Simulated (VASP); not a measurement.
## Be16H (a cell with a defect): single point with PBEsol

The system is Be16H (a cell with a defect).

```
Be H
1.0
    -2.29000   -3.96640    0.00000
     3.43500   -1.98320    0.00000
     0.00000    0.00000    7.17686
Be H
16 1
Direct
  0.73227 0.48600 0.01568
  0.51799 0.27543 0.28227
  0.71412 0.52854 0.50643
  0.46292 0.36960 0.75004
  0.49695 0.06595 0.00924
  0.26724 0.88672 0.27749
  0.50697 0.02942 0.52424
  0.25814 0.88580 0.77807
  0.23189 0.56516 0.02511
  0.00146 0.37905 0.25191
  0.26089 0.53762 0.49552
  0.97150 0.31506 0.73871
  0.98586 0.04143 0.01694
  0.73195 0.78989 0.24493
  0.94875 0.00473 0.51798
  0.73999 0.84162 0.78075
  0.17980 0.51687 0.71916
```

```json
{
  "Program": "VASP 6.6.1",
  "Task": "single point",
  "Functional": "PBEsol",
  "Potentials or basis": "VASP PAW PBE potentials, release 64 (Be, H)",
  "Cutoff": "520 eV",
  "k mesh": "4 × 4 × 3",
  "Occupations": "fermi-dirac, width 0.002 eV",
  "Spin": "no spin polarisation"
}
```

```yaml
Pressure: 4.3 GPa
Largest_force: 2.793 eV/Å
```

Forces in eV/Å, atoms in the order of the input:
```
Be   0.611 -0.748 -0.849
Be   1.829 -1.613 -1.361
Be  -0.793 -0.653  0.439
Be  -0.800 -0.822  0.955
Be  -0.859  1.468  0.477
Be   0.023  1.764 -0.507
Be  -0.006  1.156  0.377
Be   0.363  0.576 -0.501
Be  -0.599 -0.137 -0.078
Be  -0.708  0.331  0.891
Be   0.109  1.073  0.201
Be   0.497  2.123  1.328
Be  -0.636 -0.188 -0.077
Be   1.261 -0.638  0.901
Be  -0.816 -1.282 -1.134
Be  -0.105  0.114 -0.797
H    0.628 -2.525 -0.263
```

Stress tensor (GPa, compression positive):
```
 3.30 -4.73  0.71
-4.73  6.26  0.17
 0.71  0.17  3.45
```

Levels at points of the mesh, in eV from the Fermi level:
```csv
k point,band 13,band 14,band 15,band 16,band 17,band 18,band 19,band 20
"(0.00, 0.00, 0.00)",-3.92,-3.69,-0.75,0.04,0.25,0.51,0.69,1.01
"(0.50, 0.00, 0.00)",-2.68,-2.37,-2.11,-1.64,-0.65,0.23,0.43,0.57
"(0.00, 0.50, 0.00)",-3.59,-3.19,-2.60,-2.32,-0.21,0.43,0.63,0.78
"(0.50, 0.50, 0.00)",-1.29,-1.12,-0.74,-0.60,-0.33,0.32,0.86,1.23
```

Wall time 2.6 min on 1 thread of AMD EPYC 7R43 64-Core Processor (Zen 3), on a shared host, peak memory 0.22 GiB.

Caveat: the k points lie up to 0.40 Å⁻¹ apart; the PAW data sets were made with another functional, which shifts forces and pressure a little.
